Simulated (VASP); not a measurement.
A run of VASP 6.6.1:

Contents of POSCAR:

```
ZnCd3Ni
1.0
    4.4881821483      0.0000000000      0.0000000000
    0.0000000000      4.4881821483      0.0000000000
    0.0000000000      0.0000000000      4.4881821483
Zn Cd Ni
1 3 1
Direct
    0.0000000000      0.0000000000      0.0000000000
    0.0000000000      0.5000000000      0.5000000000
    0.5000000000      0.0000000000      0.5000000000
    0.5000000000      0.5000000000      0.0000000000
    0.5000000000      0.5000000000      0.5000000000
```

Contents of INCAR.step1:

```
  PREC = Accurate
  ENCUT = 520
  ISMEAR = 0
  SIGMA = 0.1
  LREAL = F
  LASPH = T
  NELM = 150
  ISPIN = 2
  MAGMOM = 0 0 0 0 2
  LMAXMIX = 4
  NBANDS = 41
  GGA = PE
  ALGO = Normal
  EDIFF = 1E-4
  LWAVE = T
  LCHARG = F
```

Contents of INCAR.step2:

```
  PREC = Accurate
  ENCUT = 520
  EDIFF = 1E-6
  ISMEAR = 0
  SIGMA = 0.1
  LREAL = F
  LASPH = T
  NELM = 150
  ALGO = Normal
  ISIF = 2
  LWAVE = F
  LCHARG = F
  ISPIN = 2
  MAGMOM = 0 0 0 0 2
  LORBIT = 11
  LMAXMIX = 4
  METAGGA = R2SCAN
  LMIXTAU = T
  NBANDS = 41
  ISTART = 1
```

KPOINTS

```
regular mesh
0
Gamma
  4 4 4
```

Potentials or basis: VASP PAW PBE potentials, release 64 (Zn, Cd, Ni).

Launch:

```console
$ cat potpaw_PBE.64/Zn/POTCAR potpaw_PBE.64/Cd/POTCAR potpaw_PBE.64/Ni/POTCAR > POTCAR
$ cp INCAR.step1 INCAR
$ mpirun -np 1 vasp_std > vasp.out
$ cp INCAR.step2 INCAR
$ mpirun -np 1 vasp_std > vasp.out
```

Hardware: 1 thread of AMD EPYC 9R45 96-Core Processor (Zen 5), on a shared host.

Question: Estimate the wall time of this run.

Answer: It took 3.3 min on 1 thread of AMD EPYC 9R45 96-Core Processor (Zen 5), with other jobs on the host, peak memory 0.26 GiB. Counts: k points 10.
